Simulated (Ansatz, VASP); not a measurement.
One calculation of Tl, two programs

Contents of INCAR:

```
PREC = Accurate
ENCUT = 520
EDIFF = 1E-7
ISMEAR = -1
SIGMA = 0.1
LREAL = False
LASPH = True
NELM = 60
ALGO = Normal
ISIF = 2
LWAVE = False
LCHARG = False
GGA = B5
ALDAX = 1.0
AGGAX = 1.0
AGGAC = 1.0
ALDAC = 0.0
NBANDS = 20
```

The input KPOINTS:

```
Automatic mesh
0
Gamma
  13 13 10
```

Contents of POSCAR:

```
Tl
1.0
   -4.2128503631      3.9818477139      1.6639633152
    3.9818477139     -4.2128503631      1.6639633152
    2.4893093190      2.4893093190     -2.0870450903
Tl
2
Direct
    0.9945427624      0.0054572376      1.0000000000
    0.7554572376      0.2445427624      0.5000000000
```

Input for Ansatz:

```yaml
crystal:
  lattice:
    - [-4.2128503631, 3.9818477139, 1.6639633152]
    - [3.9818477139, -4.2128503631, 1.6639633152]
    - [2.489309319, 2.489309319, -2.0870450903]
  atoms:
    - { symbol: Tl, position: [0.9945427624, 0.0054572376, 1.0] }
    - { symbol: Tl, position: [0.7554572376, 0.2445427624, 0.5] }
hamiltonian:
  xc: blyp
  pseudopotentials:
    kind: paw
    azcp:
      Tl: "pseudopotentials/Tl.paw.azcp"
basis:
  ecutwfc: 420
  fft_grid_basis: typed
kpoints:
  mp_grid: { grid: [13, 13, 10], shift: [0, 0, 0] }
magnetization:
  spin_polarized: false
scf:
  occupations: { method: fermi_dirac, width: 0.1 }
  lower_state_search: "off"
output:
  stress: true
  write_density: true
  write_potential: true
  elf: true
  volumetric_format: npy
```

Alike in both runs: task single point; functional BLYP; k mesh 13 × 13 × 10; occupations fermi-dirac, width 0.1 eV; no spin polarisation.

```csv
,VASP,Ansatz
version,VASP 6.6.1,Ansatz 0.2.0
potentials or method,"VASP PAW PBE potentials, release 64 (Tl_d), cutoff 520 eV","plane waves (420 eV) with PAW, scalar-relativistic"
valence electrons in the cell,26,26
```

```csv
,VASP,Ansatz,Ansatz less VASP
pressure (GPa),3.1,3.0,-0.04
"traceless stress, the component that is largest in VASP (GPa)",0.14,0.14,-0.001
```

VASP's potentials were made for PBE, not for BLYP. The functional is the same, so the differences come from potentials, cutoffs and numerics.

Spin-orbit coupling is off throughout.
